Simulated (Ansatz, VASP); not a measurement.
Two plane-wave programs on LiF

File POSCAR:

```
LiF
1.0
    0.0000000000      2.1046300000      2.0140000000
    2.1046300000      0.0000000000      2.0140000000
    2.1046300000      2.1046300000      0.0000000000
Li F
1 1
Direct
    0.0000000000      0.0000000000      0.0000000000
    0.5000000000      0.5000000000      0.5000000000
```

The input INCAR.step1:

```
SYSTEM = LiF
PREC = Accurate
ENCUT = 520
ISMEAR = 0
SIGMA = 0.05
LREAL = .FALSE.
LASPH = .TRUE.
NELM = 100
NBANDS = 12
GGA = PE
ALGO = Normal
EDIFF = 1E-4
LWAVE = .TRUE.
LCHARG = .FALSE.
```

The input INCAR.step2:

```
SYSTEM = LiF
PREC = Accurate
ENCUT = 520
EDIFF = 1E-6
ISMEAR = 0
SIGMA = 0.05
LREAL = .FALSE.
LASPH = .TRUE.
NELM = 100
ALGO = Normal
ISIF = 2
LWAVE = .FALSE.
LCHARG = .FALSE.
METAGGA = R2SCAN
LMIXTAU = .TRUE.
NBANDS = 12
ISTART = 1
```

File KPOINTS:

```
Automatic mesh
0
G
  10 10 10
  0 0 0
```

Input for Ansatz:

```yaml
crystal:
  lattice:
    - [0.0, 2.10463, 2.014]
    - [2.10463, 0.0, 2.014]
    - [2.10463, 2.10463, 0.0]
  atoms:
    - { symbol: Li, position: [0.0, 0.0, 0.0] }
    - { symbol: F, position: [0.5, 0.5, 0.5] }
basis:
  ecutwfc: 500
kpoints:
  mp_grid: { grid: [10, 10, 10] }
hamiltonian:
  xc: r2scan
scf:
  occupations: { method: gaussian, width: 0.05 }
output:
  forces: true
  stress: true
  eigenvalues: true
```

Change from the starting cell: strain +0.0450 x Voigt [1, 1, 0, 0, 0, 0], atoms carried along.

Alike in both runs: task single point; functional r2SCAN; k mesh 10 × 10 × 10; occupations gaussian, width 0.05 eV; no spin polarisation.

|  | VASP | Ansatz |
| --- | --- | --- |
| version | VASP 6.6.1 | Ansatz 0.2.0 |
| potentials or method | VASP PAW PBE potentials, release 64 (Li_sv, F), cutoff 520 eV | scalar-relativistic, plane waves, PAW |
| valence electrons in the cell | 10 | 10 |

|  | VASP | Ansatz | Ansatz less VASP |
| --- | --- | --- | --- |
| gap on the k mesh at the Fermi level (eV) | 9.41 | 9.25 | -0.165 |
| least direct gap on the mesh (eV) | 9.41 | 9.25 | -0.165 |

VASP's potentials were made for PBE, not for r2SCAN. With one functional, cell and mesh, what is left measures potentials, basis and numerics.

Noted on VASP's run: the cutoff is short for stress, so the pressure is rough.
